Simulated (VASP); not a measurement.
# CoH11C20 in VASP: single point with LDA

Aim: the single point of CoH11C20 with LDA.

Program: VASP 6.6.1. These are calculated values, not measurements. Logs are shortened: lines on timing, memory, paths and dates and some standing lists are left out, and cuts for length are marked.

### 1 The cell of the first run

The cell holds a slab with vacuum, 32 atoms: a = 5.049 Å, b = 5.049 Å, c = 17.136 Å, α = 90.00°, β = 90.00°, γ = 90.00°.

### 2 Single point, LDA, collinear spin, ferromagnetic start

Input file INCAR:

```
ALGO = Normal ; EDIFF = 1E-7
ENCUT = 520 ; GGA = CA
ISIF = 2 ; ISMEAR = -1
ISPIN = 2 ; LASPH = True
LCHARG = False ; LMAXMIX = 4
LORBIT = 11 ; LREAL = Auto
LWAVE = False ; MAGMOM = 0 0 0 0 0 0 0 0 0 0 0 0 0 0 0 0 0 0 0 0 0 0 0 0 0 0 0 0 0 0 0 1
NBANDS = 76 ; NELM = 150
PREC = Accurate ; SIGMA = 0.02
```

Input file KPOINTS:

```
k-points
0
Gamma
  3 3 1
```

Input file POSCAR:

```
CoH11C20
1.0
    5.0487420000      0.0000000000      0.0000000000
    0.0000000000      5.0487420000      0.0000000000
    0.0000000000      0.0000000000     17.1355610000
H C Co
11 20 1
Direct
    0.4277868000      0.0000000000      0.0583582000
    0.0722132000      0.0000000000      0.0583582000
    0.9277868000      0.0000000000      0.0583582000
    0.5722132000      0.0000000000      0.0583582000
    0.4277868000      0.5000000000      0.0583582000
    0.0722132000      0.5000000000      0.0583582000
    0.9277868000      0.5000000000      0.0583582000
    0.5722132000      0.5000000000      0.0583582000
    0.7486693678      0.0035971046      0.3570253478
    0.2508926367      0.4931368352      0.3597444201
    0.7505527504      0.4946906850      0.3574449363
    0.2500000000      0.0000000000      0.0953981000
    0.7500000000      0.0000000000      0.0953981000
    0.2500000000      0.5000000000      0.0953981000
    0.7500000000      0.5000000000      0.0953981000
    0.2500000000      0.2500000000      0.1474828000
    0.7500000000      0.2500000000      0.1474828000
    0.2500000000      0.7500000000      0.1474828000
    0.7500000000      0.7500000000      0.1474828000
    0.0006427328      0.2498888473      0.1949771796
    0.4992775963      0.2501209231      0.1949335896
   -0.0002045601      0.7498566562      0.2028699701
    0.4999810991      0.7500873017      0.2029166132
    0.0000641090      0.0159398837      0.2509710838
    0.4998301473      0.0164855003      0.2509097167
   -0.0000160218      0.4826796555      0.2514114177
    0.5001607935      0.4830490506      0.2514251103
    0.2504420012      0.0822000065      0.2986689951
    0.7494178374      0.0890895195      0.2973408369
    0.2501620842      0.4112136728      0.2979310790
    0.7499831198      0.4092682687      0.2979276990
    1.2356220315     -0.1395606398      0.3860321215
```

Potentials or basis: VASP PAW LDA potentials, release 64 (H, C, Co).

Launch:

```console
$ cat potpaw_LDA.64/H/POTCAR potpaw_LDA.64/C/POTCAR potpaw_LDA.64/Co/POTCAR > POTCAR
$ mpirun -np 1 vasp_std > vasp.out
```

OUTCAR:

```text
EDIFF = 1E-7
   ENCUT = 520
   GGA = CA
   ISIF = 2
   ISMEAR = -1
   ISPIN = 2
   LASPH = True
   LORBIT = 11
   LREAL = Auto
   NELM = 150
   PREC = Accurate

 ion  position               nearest neighbor table
   1  0.428  0.000  0.058-   4 0.73  12 1.10
   2  0.072  0.000  0.058-   3 0.73  12 1.10
   3  0.928  0.000  0.058-   2 0.73  13 1.10
   4  0.572  0.000  0.058-   1 0.73  13 1.10
   5  0.428  0.500  0.058-   8 0.73  14 1.10
   6  0.072  0.500  0.058-   7 0.73  14 1.10
   7  0.928  0.500  0.058-   6 0.73  15 1.10
   8  0.572  0.500  0.058-   5 0.73  15 1.10
   9  0.749  0.004  0.357-  29 1.11
  10  0.251  0.493  0.360-  30 1.14  32 1.91
  11  0.751  0.495  0.357-  31 1.11
  12  0.250  0.000  0.095-   1 1.10   2 1.10  16 1.55  18 1.55
  13  0.750  0.000  0.095-   3 1.10   4 1.10  17 1.55  19 1.55
  14  0.250  0.500  0.095-   5 1.10   6 1.10  16 1.55  18 1.55
  15  0.750  0.500  0.095-   7 1.10   8 1.10  17 1.55  19 1.55
  16  0.250  0.250  0.147-  21 1.50  20 1.50  12 1.55  14 1.55
  17  0.750  0.250  0.147-  21 1.50  20 1.50  13 1.55  15 1.55
[... 12 lines left out ...]
  30  0.250  0.411  0.298-  10 1.14  27 1.54  26 1.54  28 1.66
  31  0.750  0.409  0.298-  11 1.11  27 1.54  26 1.54  29 1.62
  32  0.236  0.860  0.386-  28 1.87  10 1.91

  LATTYP: Found a simple tetragonal cell.
 ALAT       =     5.0487420000
 C/A-ratio  =     3.3940258781

  Lattice vectors:

 A1 = (   5.0487420000,   0.0000000000,   0.0000000000)
 A2 = (   0.0000000000,   5.0487420000,   0.0000000000)
 A3 = (   0.0000000000,   0.0000000000,  17.1355610000)

Analysis of symmetry for initial positions (statically):
=====================================================================
 Subroutine PRICEL returns:
 Original cell was already a primitive cell.

 Routine SETGRP: Setting up the symmetry group for a
 simple tetragonal supercell.

 Subroutine GETGRP returns: Found  1 space group operations
 (whereof  1 operations were pure point group operations)
 out of a pool of 16 trial point group operations.

The static configuration has the point symmetry C_1 .

Analysis of symmetry for dynamics (positions and initial velocities):
=====================================================================
 Subroutine PRICEL returns:
 Original cell was already a primitive cell.

[... 195 lines left out ...]
 maximum number of plane-waves:     11773
 NGX is ok and might be reduce to    40
   NGX = 19   NGY = 19   NGZ = 63

 number of electron     100.0000005 magnetization       1.9995418

 Free energy of the ion-electron system (eV)
  ---------------------------------------------------
  ext. energy  EPLUGINS =         0.00000000
  ---------------------------------------------------
  free energy    TOTEN  =      -230.50843611 eV

  energy without entropy =     -230.50597485  energy(sigma->0) =     -230.50720548

 E-fermi :   1.0608     XC(G=0):  -5.7411

 val. band max:        0.9947079803   @ k =   0.0000   0.3333   0.0000
 cond. band min:       1.1362302287   @ k =   0.3333   0.0000   0.0000
 fundamental gap:      0.1415222483
 Fermi energy:         1.0607692839

 spin component 1

 k-point     1 :       0.0000    0.0000    0.0000
  band No.  band energies     occupation
      1     -20.1597      1.00000
      2     -17.8627      1.00000
      3     -15.9412      1.00000
      4     -15.5782      1.00000
      5     -15.5298      1.00000
      6     -15.5100      1.00000
[... 314 lines left out ...]
     61       5.9302      0.00000
     62       6.1664      0.00000
 Fermi energy:         1.0607692839

 spin component 2

 k-point     1 :       0.0000    0.0000    0.0000
  band No.  band energies     occupation
      1     -20.1539      1.00000
      2     -17.8540      1.00000
      3     -15.9357      1.00000
      4     -15.5718      1.00000
      5     -15.5250      1.00000
      6     -15.5034      1.00000
[... 314 lines left out ...]
     61       5.9927      0.00000
     62       6.1907      0.00000
 [bands above 62 left out]

------------------------ aborting loop because EDIFF is reached ----------------------------------------

  FORCE on cell =-STRESS in cart. coord.  units (eV):
  Direction    XX          YY          ZZ          XY          YZ          ZX
  --------------------------------------------------------------------------------------
  -------------------------------------------------------------------------------------
  Total       61.8836975    -17.0376570     -4.9931380      0.0959537     -0.0467507     -0.0090987
  in kB      226.9980643    -62.4965106    -18.3155289      0.3519715     -0.1714881     -0.0333753
  external PRESSURE =      48.7286749 kB  Pullay stress =       0.0000000 kB

 VOLUME and BASIS-vectors are now :
 -----------------------------------------------------------------------------
  energy-cutoff  :      520.00
  volume of cell :      436.78
      direct lattice vectors                 reciprocal lattice vectors
     5.048742000  0.000000000  0.000000000     0.198069143  0.000000000  0.000000000
     0.000000000  5.048742000  0.000000000     0.000000000  0.198069143  0.000000000
     0.000000000  0.000000000 17.135561000     0.000000000  0.000000000  0.058358171

 POSITION                                       TOTAL-FORCE (eV/Angst)
 -----------------------------------------------------------------------------------
      2.15979      0.00000      1.00000        -8.909980     -0.045787      0.036239
      0.36459      0.00000      1.00000         8.912307     -0.044959      0.035135
      4.68416      0.00000      1.00000        -8.904429     -0.039439      0.038658
      2.88896      0.00000      1.00000         8.903868     -0.039531      0.037895
      2.15979      2.52437      1.00000        -8.915858      0.043581      0.041584
      0.36459      2.52437      1.00000         8.918665      0.046912      0.038179
[... 24 lines left out ...]
      3.78647      2.06629      5.10516        -0.000257      0.010577      0.023324
      1.18959      4.34414      6.61488        -0.003629     -0.024308      0.039280
 -----------------------------------------------------------------------------------
    total drift:                                0.002410     -0.008470     -0.043621

  FREE ENERGIE OF THE ION-ELECTRON SYSTEM (eV)
  ---------------------------------------------------
  free  energy   TOTEN  =      -230.5084361130 eV

  energy  without entropy=     -230.5059748511  energy(sigma->0) =     -230.50720548

 total charge

# of ion       s       p       d       tot
------------------------------------------
    1        0.729   0.102   0.000   0.832
    2        0.729   0.102   0.000   0.832
    3        0.729   0.102   0.000   0.832
    4        0.729   0.102   0.000   0.832
    5        0.729   0.102   0.000   0.832
    6        0.730   0.102   0.000   0.832
[... 24 lines left out ...]
   31        0.827   1.727   0.000   2.554
   32        0.477   0.157   7.406   8.041
--------------------------------------------------
tot         24.756  36.055   7.406  68.218

 magnetization (x)

# of ion       s       p       d       tot
------------------------------------------
    1        0.001   0.000   0.000   0.001
    2        0.001   0.000   0.000   0.001
    3        0.001   0.000   0.000   0.001
    4        0.001   0.000   0.000   0.001
    5        0.001   0.000   0.000   0.001
    6        0.000   0.000   0.000   0.001
[... 24 lines left out ...]
   31       -0.000  -0.000   0.000  -0.000
   32        0.082   0.003   1.677   1.763
--------------------------------------------------
tot          0.096   0.065   1.677   1.838
```

Run time: 15 min. Hardware: 1 thread of Intel Xeon Platinum 8488C (Sapphire Rapids), shared host; peak memory 0.55 GiB.

What came out:

| Property | Result |
| --- | --- |
| Free energy | -230.5084 eV |
| Largest force | 8.919 eV/Å |
| Band gap on the k mesh | 0.14 eV (least direct gap 0.17 eV) |
| Net moment | 2.00 μB per cell |
| Site moments | H +0.00, +0.01, -0.00 (each value once); C +0.01, +0.00, -0.00, -0.01, +0.03 (each value once); Co +1.76 μB |
| Valence electrons inside the program's atomic spheres | H 0.83, 0.66, 0.65, 0.67 (each value once); C 2.68, 2.60, 2.51, 2.52, 2.65, 2.48, 2.56, 2.47, 2.55 (each value once); Co 8.04 |

Forces in eV/Å, atoms in the order of the input:
```
H   -8.910 -0.046  0.036
H    8.912 -0.045  0.035
H   -8.904 -0.039  0.039
H    8.904 -0.040  0.038
H   -8.916  0.044  0.042
H    8.919  0.047  0.038
H   -8.909  0.044  0.040
H    8.907  0.039  0.040
H    0.000 -0.022  0.054
H    0.001  0.023  0.052
H   -0.001  0.020  0.049
C   -0.003 -0.158  1.432
C    0.001 -0.127  1.448
C   -0.009  0.162  1.387
C    0.006  0.139  1.409
C    0.004  0.026 -3.338
C    0.001  0.063 -3.242
C    0.004 -0.045  0.160
C   -0.005 -0.057  0.143
C   -0.007 -0.002 -0.025
C    0.005 -0.001 -0.022
C   -0.004 -0.002  0.012
C    0.003  0.002  0.013
C    0.016 -0.034  0.000
C   -0.014 -0.041  0.002
C    0.004  0.039  0.005
C   -0.003  0.044  0.006
C   -0.003 -0.019  0.040
C    0.012 -0.002  0.023
C   -0.005  0.002  0.021
C    0.000  0.011  0.023
Co  -0.004 -0.024  0.039
```

Levels at points of the mesh, in eV from the valence-band top:
Spin up:
```csv
k point,band 47,band 48,band 49,band 50,band 51,band 52,band 53,band 54,band 55,band 56
"(0.00, 0.00, 0.00)",-1.27,-1.18,-0.84,-0.56,-0.10,0.72,2.12,3.19,3.77,3.86
```
Spin down:
| k point | band 46 | band 47 | band 48 | band 49 | band 50 | band 51 | band 52 | band 53 |
| --- | --- | --- | --- | --- | --- | --- | --- | --- |
| (0.00, 0.00, 0.00) | -0.24 | -0.20 | -0.13 | -0.05 | 0.15 | 0.41 | 1.10 | 2.12 |
